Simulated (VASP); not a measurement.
# Ta: relaxation of cell and atoms with LDA

The system is Ta.

```xyz
1
Lattice="-1.6513 1.6513 1.6513 1.6513 -1.6513 1.6513 1.6513 1.6513 -1.6513" Properties=species:S:1:pos:R:3 pbc="T T T"
Ta    0.0000    0.0000    0.0000
```

```yaml
Program: VASP 6.6.1
Task: relaxation of cell and atoms
Functional: LDA
Potentials_or_basis: VASP PAW LDA potentials, release 64 (Ta_pv)
Cutoff: 600 eV
k_mesh: 7 × 7 × 7
Occupations: gaussian, width 0.1 eV
Spin: no spin polarisation
Target_pressure: 20 GPa
Dipole_correction: no
Further_INCAR_settings: ALGO = Normal; EDIFF = 1e-07; IBRION = 2; EDIFFG = -0.02; NSW = 60; ISIF = 3
```

```
Relaxed volume                                         : 16.14 Å³/atom
Relaxed cell                                           : a = 2.757 Å, b = 2.757 Å, c = 2.757 Å, α = 109.47°, β = 109.47°, γ = 109.47°
Space group after relaxing (to 0.05 Å)                 : Im-3m (No. 229)
Energy change on relaxing (the enthalpy is what falls) : +64.8 meV/atom
Ionic steps                                            : 5
Pressure after relaxing                                : 20.0 GPa
```

Step by step:
```tsv
step	energy change (eV)	largest force (eV/Å)	pressure (GPa)	volume (Å³)
1	0.0000	0.0000	-7.04	18.01
2	2.8436	0.0000	207.87	11.19
3	0.0445	0.0000	17.02	16.32
4	0.0592	0.0000	19.21	16.19
5	0.0648	0.0000	19.99	16.14
```

Final structure:
```yaml
crystal:
  lattice:
    - [-1.59203, 1.59203, 1.59203]
    - [1.59203, -1.59203, 1.59203]
    - [1.59203, 1.59203, -1.59203]
  atoms:
    - { symbol: Ta, position: [0.00000, 0.00000, 0.00000] }
```

Levels at points of the mesh, in eV from the Fermi level:
```csv
k point,band 3,band 4,band 5,band 6,band 7,band 8
"(0.00, 0.00, 0.00)",-32.33,-8.06,0.80,0.80,0.80,4.48
```

Run time: 5.1 s on 1 thread of Intel(R) Xeon(R) 6975P-C (Granite Rapids), on a shared host, peak memory 0.14 GiB.

Caveat: the k points lie up to 0.40 Å⁻¹ apart in the final cell; the cell is relaxed towards a set pressure, so the enthalpy falls and the energy may rise; spin-orbit coupling is left out, which moves the levels of the heavy elements. Zero-point motion and thermal expansion aren't in these numbers.
